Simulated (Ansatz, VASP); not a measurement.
Sr4O3 in VASP and in Ansatz

```
Sr O
1.0
     6.47923    0.00000    0.00000
    -3.23961    5.61118    0.00000
     0.00000    0.00000    7.50066
Sr O
4 3
Cartesian
  0.0000 3.7408 6.0106
  3.2396 1.8704 6.0106
  3.2396 1.8704 1.4901
  0.0000 3.7408 1.4901
  3.2396 0.0000 0.0000
  -1.6198 2.8056 0.0000
  1.6198 2.8056 0.0000
```

Alike in both runs: task relaxation of cell and atoms; functional PBE; k mesh 6 × 6 × 6; occupations gaussian, width 0.1 eV; no spin polarisation.

|  | VASP | Ansatz |
| --- | --- | --- |
| version | VASP 6.6.1 | Ansatz 0.2.0 |
| potentials or method | VASP PAW PBE potentials, release 64 (Sr_sv, O), cutoff 600 eV | scalar-relativistic, plane waves, PAW |
| valence electrons in the cell | 58 | 58 |

|  | VASP | Ansatz | Ansatz less VASP |
| --- | --- | --- | --- |
| gap on the k mesh at the Fermi level, each at its own relaxed structure (eV) | none | none | - |
| relaxed volume (Å³/atom) | 39.64 | 39.48 | -0.160 |
| relaxed length of the cell vector where the two differ most in proportion (Å) | 6.533 | 6.516 | -0.0163 |

A gap of «none» marks a metal or a gap that the smearing closes.
